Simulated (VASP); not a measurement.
# ZnS (F-43m) in VASP: a series of runs

Aim: see how the results for ZnS move with the level of theory and the settings. Levels: PBE, r2SCAN. Tasks: single point.

All numbers are computed with VASP 6.6.1; they aren't measurements. Logs are shortened: lines on timing, memory, paths and dates and some standing lists are left out, and cuts for length are marked.

### 1 The cell of the first run

Symmetry: F-43m, No. 216, cubic system. The conventional cell has a = 5.652 Å, b = 5.652 Å, c = 5.652 Å, α = 90.00°, β = 90.00°, γ = 90.00°. Within 3.2 Å of Zn (site symmetry -43m) lie 4 S at 2.45 Å. S (site symmetry -43m) has 4 Zn at 2.45 Å within 3.2 Å.

### 2 Single point, PBE (strain +4.9%)

Input file INCAR:

```
SYSTEM = ZnS
ALGO     = Normal         ! electronic algorithm
EDIFF    = 1E-6           ! SCF threshold, eV
ENCUT    = 520            ! plane-wave cutoff, eV
GGA      = PE             ! functional
ISIF     = 2              ! what is computed and relaxed
ISMEAR   = -1             ! smearing method
LASPH    = .True.         ! aspherical terms in the spheres
LCHARG   = .True.         ! write CHGCAR
LELF     = .True.         ! ELF
LREAL    = .False.        ! projectors in reciprocal space
LVHAR    = .True.       
LWAVE    = .False.        ! write WAVECAR
NBANDS   = 16             ! bands
NELM     = 60             ! most SCF steps
PREC     = Accurate       ! precision mode
SIGMA    = 0.02           ! smearing width, eV
```

Input file KPOINTS:

```
k-points
0
Gamma
  8 8 8
  0 0 0
```

Input file POSCAR:

```
ZnS
1.0
    0.0000000000      2.8260960402      2.8260960402
    2.8260960402      0.0000000000      2.8260960402
    2.8260960402      2.8260960402      0.0000000000
Zn S
1 1
Direct
    0.0000000000      0.0000000000      0.0000000000
    0.2500000000      0.2500000000      0.2500000000
```

Potentials or basis: VASP PAW PBE potentials, release 64 (Zn, S).

Command:

```bash
$ cat potpaw_PBE.64/Zn/POTCAR potpaw_PBE.64/S/POTCAR > POTCAR
$ mpirun -np 1 vasp_std > vasp.out
```

OUTCAR:

```text
SYSTEM = ZnS
   EDIFF = 1E-6
   ENCUT = 520
   GGA = PE
   ISIF = 2
   ISMEAR = -1
   LASPH = .True.
   LREAL = .False.
   NELM = 60
   PREC = Accurate

 ion  position               nearest neighbor table
   1  0.000  0.000  0.000-   2 2.45   2 2.45   2 2.45   2 2.45
   2  0.250  0.250  0.250-   1 2.45   1 2.45   1 2.45   1 2.45

  LATTYP: Found a face centered cubic cell.
 ALAT       =     5.6521920804

  Lattice vectors:

 A1 = (   0.0000000000,   2.8260960402,   2.8260960402)
 A2 = (   2.8260960402,   0.0000000000,   2.8260960402)
 A3 = (   2.8260960402,   2.8260960402,   0.0000000000)

Analysis of symmetry for initial positions (statically):
=====================================================================
 Subroutine PRICEL returns:
 Original cell was already a primitive cell.

 Routine SETGRP: Setting up the symmetry group for a
 face centered cubic supercell.

 Subroutine GETGRP returns: Found 24 space group operations
 (whereof 24 operations were pure point group operations)
 out of a pool of 48 trial point group operations.

The static configuration has the point symmetry T_d .

Analysis of symmetry for dynamics (positions and initial velocities):
=====================================================================
 Subroutine PRICEL returns:
 Original cell was already a primitive cell.

 Routine SETGRP: Setting up the symmetry group for a
 face centered cubic supercell.

 Subroutine GETGRP returns: Found 24 space group operations
 (whereof 24 operations were pure point group operations)
 out of a pool of 48 trial point group operations.

The dynamic configuration has the point symmetry T_d .

 Subroutine INISYM returns: Found 24 space group operations
 (whereof 24 operations are pure point group operations),
 and found     1 'primitive' translations

----------------------------------------------------------------------------------------

                                     Primitive cell

  volume of cell :      45.1430

  direct lattice vectors                    reciprocal lattice vectors
     0.000000000  2.826096040  2.826096040    -0.176922508  0.176922508  0.176922508
     2.826096040  0.000000000  2.826096040     0.176922508 -0.176922508  0.176922508
     2.826096040  2.826096040  0.000000000     0.176922508  0.176922508 -0.176922508

  length of vectors
     3.996703349  3.996703349  3.996703349     0.306438773  0.306438773  0.306438773

  position of ions in fractional coordinates (direct lattice)
     0.000000000  0.000000000  0.000000000
     0.250000000  0.250000000  0.250000000

  ion indices of the primitive-cell ions
   primitive index   ion index
                 1           1
                 2           2

----------------------------------------------------------------------------------------

 KPOINTS: k-points

Automatic generation of k-mesh.
 Grid dimensions read from file:
 generate k-points for:    8    8    8

 Generating k-lattice:

  Cartesian coordinates                     Fractional coordinates (reciprocal lattice)
    -0.022115314  0.022115314  0.022115314     0.125000000  0.000000000  0.000000000
     0.022115314 -0.022115314  0.022115314     0.000000000  0.125000000  0.000000000
     0.022115314  0.022115314 -0.022115314     0.000000000  0.000000000  0.125000000

  Length of vectors
     0.038304847  0.038304847  0.038304847

  Shift w.r.t. Gamma in fractional coordinates (k-lattice)
     0.000000000  0.000000000  0.000000000

 Subroutine IBZKPT returns following result:
 ===========================================

 Found     29 irreducible k-points:

 Following reciprocal coordinates:
            Coordinates               Weight
  0.000000  0.000000  0.000000      1.000000
  0.125000  0.000000  0.000000      8.000000
  0.250000  0.000000  0.000000      8.000000
  0.375000  0.000000  0.000000      8.000000
  0.500000  0.000000  0.000000      4.000000
  0.125000  0.125000  0.000000      6.000000
[... 16 lines left out ...]
  0.500000  0.250000  0.125000     48.000000
 -0.375000  0.250000  0.125000     24.000000
 [... further k-points ...]
   k-points           NKPTS =     29   k-points in BZ     NKDIM =     29   number of bands    NBANDS=     16
   number of dos      NEDOS =    301   number of ions     NIONS =      2
   total plane-waves  NPLWV =  27000
   dimension x,y,z NGX =    30 NGY =   30 NGZ =   30
   dimension x,y,z NGXF=    60 NGYF=   60 NGZF=   60
   ions per type =               1   1
   NGX,Y,Z   is equivalent  to a cutoff of  12.48, 12.48, 12.48 a.u.
   NGXF,Y,Z  is equivalent  to a cutoff of  24.96, 24.96, 24.96 a.u.
 SYSTEM =  ZnS
   PREC   = accura    normal or accurate (medium, high low for compatibility)
   ISTART =      0    job   : 0-new  1-cont  2-samecut
   ICHARG =      2    charge: 1-file 2-atom 10-const
   ISPIN  =      1    spin polarized calculation?
   LNONCOLLINEAR =      F non collinear calculations
   LSORBIT =      F    spin-orbit coupling
   LASPH  =      T    aspherical Exc in radial PAW
   ENCUT  =  520.0 eV  38.22 Ry    6.18 a.u.   7.43  7.43  7.43*2*pi/ulx,y,z
   NELM   =     60;   NELMIN=  2; NELMDL= -5     # of ELM steps
   EDIFF  = 0.1E-05   stopping-criterion for ELM
   LREAL  =      F    real-space projection
   EDIFFG = 0.1E-04   stopping-criterion for IOM
   NSW    =      0    number of steps for IOM
   IBRION =     -1    ionic relax: 0-MD 1-quasi-New 2-CG
   NFREE  =      0    steps in history (QN), initial steepest desc. (CG)
   ISIF   =      2    stress and relaxation
   ISYM   =      2    0-nonsym 1-usesym 2-fastsym
   POTIM  = 0.5000    time-step for ionic-motion
   TEBEG  =    0.0;   TEEND  =   0.0 temperature during run
   PSTRESS=    0.0 pullay stress
   NELECT =      18.0000    total number of electrons
   NUPDOWN=      -1.0000    fix difference up-down
   EMIN   =  10.00;   EMAX   =-10.00  energy-range for DOS
   EFERMI =   0.00;   METHOD = LEGACY
   ISMEAR =    -1;   SIGMA  =   0.02  broadening in eV -4-tet -1-fermi 0-gaus
   EFERMI_NEDOS =   21; number of points for ismear=-14 and -15
   IALGO  =     38    algorithm
   IMIX   =      4    mixing-type and parameters
     AMIX     =   0.40;   BMIX     =  1.00
     AMIX_MAG =   1.60;   BMIX_MAG =  1.00
  volume/ion in A,a.u.               =      22.57       152.32
  Fermi-wavevector in a.u.,A,eV,Ry     =   1.204949  2.277024 19.754335  1.451903
  Thomas-Fermi vector in A             =   2.340660
   LORBIT       =      0    0 simple, 1 ext, 2 COOP (PROOUT), +10 PAW based schemes
   GGA     = PE    functional components
   LHFCALC =     F    Hartree Fock is set to
   AEXX    =    0.0000 exact exchange contribution
   IVDW    =     0    specifies the selected vdW correction
   LEPSILON=     F    determine dielectric tensor
   LRPA    =     F    only Hartree local field effects (RPA)
 non-spin polarized calculation
  energy-cutoff  :      520.00
  volume of cell :       45.14
 maximum number of plane-waves:      1243
 NGX is ok and might be reduce to    30
   NGX = 15   NGY = 15   NGZ = 15

 number of electron      18.0000006 magnetization

 Free energy of the ion-electron system (eV)
  ---------------------------------------------------
  ext. energy  EPLUGINS =         0.00000000
  ---------------------------------------------------
  free energy    TOTEN  =        -6.75508523 eV

  energy without entropy =       -6.75508523  energy(sigma->0) =       -6.75508523

 E-fermi :   1.3533     XC(G=0):  -9.0109

 val. band max:        0.9498172173   @ k =   0.0000   0.0000   0.0000
 cond. band min:       2.4958597116   @ k =   0.0000   0.0000   0.0000
 fundamental gap:      1.5460424942
 Fermi energy:         1.3533335590

 k-point     1 :       0.0000    0.0000    0.0000
  band No.  band energies     occupation
      1     -11.3450      2.00000
      2      -4.9541      2.00000
      3      -4.9541      2.00000
      4      -4.9541      2.00000
      5      -4.6014      2.00000
      6      -4.6014      2.00000
[... 8 lines left out ...]
     15      12.5349      0.00000
     16      12.5349      0.00000

 k-point     2 :       0.1250    0.0000    0.0000
  band No.  band energies     occupation
      1     -11.2541      2.00000
      2      -4.9436      2.00000
      3      -4.9387      2.00000
      4      -4.9387      2.00000
      5      -4.6024      2.00000
      6      -4.6024      2.00000
[... 8 lines left out ...]
     15      11.9963      0.00000
     16      12.8719      0.00000

 k-point     3 :       0.2500    0.0000    0.0000
  band No.  band energies     occupation
      1     -11.0200      2.00000
      2      -4.9048      2.00000
      3      -4.9048      2.00000
      4      -4.8792      2.00000
      5      -4.5999      2.00000
      6      -4.5999      2.00000
[... 8 lines left out ...]
     15      11.7946      0.00000
     16      12.7528      0.00000

 k-point     4 :       0.3750    0.0000    0.0000
  band No.  band energies     occupation
      1     -10.7609      2.00000
      2      -4.8778      2.00000
      3      -4.8778      2.00000
      4      -4.6828      2.00000
      5      -4.5884      2.00000
      6      -4.5884      2.00000
[... 8 lines left out ...]
     15      12.7514      0.00000
     16      12.7514      0.00000
[... 324 lines left out ...]
 k-point    22 :       0.3750    0.2500    0.1250
  band No.  band energies     occupation
      1     -10.8386      2.00000
      2      -4.9002      2.00000
      3      -4.8536      2.00000
      4      -4.8208      2.00000
      5      -4.6134      2.00000
      6      -4.5747      2.00000
[... 8 lines left out ...]
     15      13.3669      0.00000
     16      15.1454      0.00000

 k-point    23 :       0.5000    0.2500    0.1250
  band No.  band energies     occupation
      1     -10.6241      2.00000
      2      -4.8562      2.00000
      3      -4.8298      2.00000
      4      -4.6936      2.00000
      5      -4.5858      2.00000
      6      -4.5308      2.00000
[... 8 lines left out ...]
     15      14.0086      0.00000
     16      14.7372      0.00000

 k-point    24 :      -0.3750    0.2500    0.1250
  band No.  band energies     occupation
      1     -10.5297      2.00000
      2      -4.8493      2.00000
      3      -4.8165      2.00000
      4      -4.6269      2.00000
      5      -4.5903      2.00000
      6      -4.3975      2.00000
[... 8 lines left out ...]
     15      13.8816      0.00000
     16      14.6053      0.00000

 [... further k-points ...]

------------------------ aborting loop because EDIFF is reached ----------------------------------------

  FORCE on cell =-STRESS in cart. coord.  units (eV):
  Direction    XX          YY          ZZ          XY          YZ          ZX
  --------------------------------------------------------------------------------------
  -------------------------------------------------------------------------------------
  Total       -1.6903642     -1.6903642     -1.6903642     -0.0000000      0.0000000     -0.0000000
  in kB      -59.9929380    -59.9929380    -59.9929380     -0.0000000      0.0000000     -0.0000000
  external PRESSURE =     -59.9929380 kB  Pullay stress =       0.0000000 kB

 VOLUME and BASIS-vectors are now :
 -----------------------------------------------------------------------------
  energy-cutoff  :      520.00
  volume of cell :       45.14
      direct lattice vectors                 reciprocal lattice vectors
     0.000000000  2.826096040  2.826096040    -0.176922508  0.176922508  0.176922508
     2.826096040  0.000000000  2.826096040     0.176922508 -0.176922508  0.176922508
     2.826096040  2.826096040  0.000000000     0.176922508  0.176922508 -0.176922508

 POSITION                                       TOTAL-FORCE (eV/Angst)
 -----------------------------------------------------------------------------------
      0.00000      0.00000      0.00000         0.000000     -0.000000      0.000000
      1.41305      1.41305      1.41305        -0.000000      0.000000     -0.000000
 -----------------------------------------------------------------------------------
    total drift:                               -0.000001     -0.000001     -0.000002

  FREE ENERGIE OF THE ION-ELECTRON SYSTEM (eV)
  ---------------------------------------------------
  free  energy   TOTEN  =        -6.7550852295 eV

  energy  without entropy=       -6.7550852295  energy(sigma->0) =       -6.75508523
```

Run time: 30 s. Hardware: 1 thread of Intel Xeon Platinum 8259CL at 2.50GHz (Skylake/Cascade Lake), shared host; peak memory 0.17 GiB.

What came out:

```yaml
Free_energy: -6.7551 eV
Pressure: -6.0 GPa
Band_gap_on_the_k_mesh: 1.55 eV
```

Caveat: the cell differs from its parent crystal (strain +4.9%); the cell stands under tension.

### 3 Single point, r2SCAN (strain +4.9%)

POSCAR is that of step 2.

Input file INCAR.step1:

```
SYSTEM = ZnS
  PREC = Accurate
  ENCUT = 520
  ISMEAR = 0
  SIGMA = 0.01
  LREAL = .False.
  LASPH = .True.
  NELM = 80
  NBANDS = 16
  GGA = PE
  ALGO = Normal
  EDIFF = 1E-4
  LWAVE = .True.
  LCHARG = .False.
```

Input file INCAR.step2:

```
SYSTEM = ZnS
  PREC = Accurate
  ENCUT = 520
  EDIFF = 1E-6
  ISMEAR = 0
  SIGMA = 0.01
  LREAL = .False.
  LASPH = .True.
  NELM = 80
  ALGO = Normal
  ISIF = 2
  LWAVE = .False.
  LCHARG = .False.
  METAGGA = R2SCAN
  LMIXTAU = .True.
  NBANDS = 16
  ISTART = 1
```

Input file KPOINTS:

```
regular mesh
0
Gamma
  8 8 8
  0 0 0
```

Potentials or basis: VASP PAW PBE potentials, release 64 (Zn, S).

Command:

```bash
$ cat potpaw_PBE.64/Zn/POTCAR potpaw_PBE.64/S/POTCAR > POTCAR
$ cp INCAR.step1 INCAR
$ mpirun -np 1 vasp_std > vasp.out
$ cp INCAR.step2 INCAR
$ mpirun -np 1 vasp_std > vasp.out
```

Wall time 87 s (1 thread of Intel Xeon Platinum 8259CL at 2.50GHz (Skylake/Cascade Lake), shared host); peak memory 0.18 GiB.

Results (log left out):

* Free energy: -18.6907 eV
* Pressure: -8.2 GPa
* Band gap on the k mesh: 2.07 eV

Levels at points of the mesh, in eV from the valence-band top:
| k point | band 5 | band 6 | band 7 | band 8 | band 9 | band 10 | band 11 | band 12 | band 13 | band 14 |
| --- | --- | --- | --- | --- | --- | --- | --- | --- | --- | --- |
| (0.00, 0.00, 0.00) | -5.68 | -5.68 | 0.00 | 0.00 | 0.00 | 2.07 | 6.96 | 6.96 | 6.96 | 11.70 |
| (0.50, 0.00, 0.00) | -5.66 | -5.53 | -4.54 | -0.70 | -0.70 | 3.51 | 7.43 | 7.43 | 8.84 | 12.19 |
| (0.50, 0.50, 0.00) | -5.63 | -5.52 | -4.08 | -1.82 | -1.82 | 3.99 | 4.42 | 10.79 | 11.87 | 11.87 |

Caveat: the cell differs from its parent crystal (strain +4.9%); the cell stands under tension; the PAW data sets were made with another functional, which shifts forces and pressure a little.
